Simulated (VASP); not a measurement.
Input of a VASP 6.6.1 run:

Contents of INCAR:

```
SYSTEM = TaN
ALGO = Normal ; EDIFF = 1E-6
ENCUT = 600 ; GGA = CA
GGA_COMPAT = .FALSE. ; ISIF = 2
ISMEAR = -1 ; LASPH = .TRUE.
LCHARG = .FALSE. ; LDAU = .TRUE.
LDAUJ = 0 0 ; LDAUL = 2 -1
LDAUPRINT = 1 ; LDAUTYPE = 2
LDAUU = 3 0 ; LMAXMIX = 4
LREAL = .FALSE. ; LWAVE = .FALSE.
NBANDS = 16 ; NELM = 200
PREC = Accurate ; SIGMA = 0.05
```

File KPOINTS:

```
k-points
0
G
  10 10 9
  0 0 0
```

Contents of POSCAR:

```
TaN
1.0
    2.9380000000      0.0000000000      0.0000000000
   -1.4690000000      2.5443826363      0.0000000000
    0.0000000000      0.0000000000      2.8830000000
Ta N
1 1
Direct
    0.0000000000      0.0000000000      0.5000000000
    0.6666666667      0.3333333333      0.0000000000
```

Potentials or basis: VASP PAW LDA potentials, release 64 (Ta_sv_GW, N).

Command:

```bash
$ cat potpaw_LDA.64/Ta_sv_GW/POTCAR potpaw_LDA.64/N/POTCAR > POTCAR
$ mpirun -np 1 vasp_std > vasp.out
```

Question: Predict the pressure.

Answer: -0.7 GPa.

Question: Predict the band gap on the k mesh.

Answer: Zero (band 9 reaches 12.83 eV, above the bottom of band 10 at 12.51 eV).

Stress tensor (GPa, compression positive):
```
-0.64  0.00  0.00
 0.00 -0.64  0.00
 0.00  0.00 -0.95
```

Caveat: spin-orbit coupling is left out, which moves the levels of the heavy elements; U without spin polarisation on a metal has little footing.
